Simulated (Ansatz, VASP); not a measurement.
## Two plane-wave programs on Be

File INCAR:

```
  PREC = Accurate
  ENCUT = 600
  EDIFF = 1E-6
  ISMEAR = 0
  SIGMA = 0.1
  LREAL = False
  LASPH = True
  NELM = 100
  ALGO = Normal
  ISIF = 3
  LWAVE = False
  LCHARG = False
  GGA = PE
  IBRION = 2
  NSW = 100
  EDIFFG = -0.01
```

File KPOINTS:

```
regular mesh
0
Gamma
  21 21 6
```

The input POSCAR:

```
Be
1.0
    2.2583118269      0.0000000000      0.0000000000
   -1.1291559134      1.9557554117      0.0000000000
    0.0000000000      0.0000000000      7.1564585150
Be
4
Direct
    0.0000000000      0.0000000000      0.0000000000
    0.0000000000      0.0000000000      0.5000000000
    0.3333333333      0.6666666667      0.7500000000
    0.6666666667      0.3333333333      0.2500000000
```

Input for Ansatz:

```yaml
crystal:
  lattice:
    - [2.2583118269, 0.0, 0.0]
    - [-1.1291559134, 1.9557554117, 0.0]
    - [0.0, 0.0, 7.156458515]
  atoms:
    - { symbol: Be, position: [0.0, 0.0, 0.0] }
    - { symbol: Be, position: [0.0, 0.0, 0.5] }
    - { symbol: Be, position: [0.3333333333, 0.6666666667, 0.75] }
    - { symbol: Be, position: [0.6666666667, 0.3333333333, 0.25] }
basis:
  ecutwfc: 420
kpoints:
  mp_grid: { grid: [21, 21, 6] }
hamiltonian:
  xc: pbe
scf:
  occupations: { method: gaussian, width: 0.1 }
output:
  forces: true
  stress: true
  eigenvalues: true
relax:
  adjacent_minimum: "off"
  f_tol: 0.01
  max_steps: 80
  cell: { stress_tol: 0.05 }
```

Alike in both runs: task relaxation of cell and atoms; functional PBE; k mesh 21 × 21 × 6; occupations gaussian, width 0.1 eV; no spin polarisation.

```csv
,VASP,Ansatz
version,VASP 6.6.1,Ansatz 0.2.0
potentials or method,"VASP PAW PBE potentials, release 64 (Be), cutoff 600 eV","scalar-relativistic, plane waves, PAW"
valence electrons in the cell,8,8
```

Ansatz gave:

* gap on the k mesh at the Fermi level, each at its own relaxed structure (eV): none
* relaxed volume (Å³/atom): 7.90
* relaxed cell length with the largest relative difference (Å): 2.254

Task: Which values does VASP return?

Result: gap on the k mesh at the Fermi level, each at its own relaxed structure (eV): none; relaxed volume (Å³/atom): 7.91; relaxed cell length with the largest relative difference (Å): 2.256.

A gap of «none» marks a metal or a gap that the smearing closes.
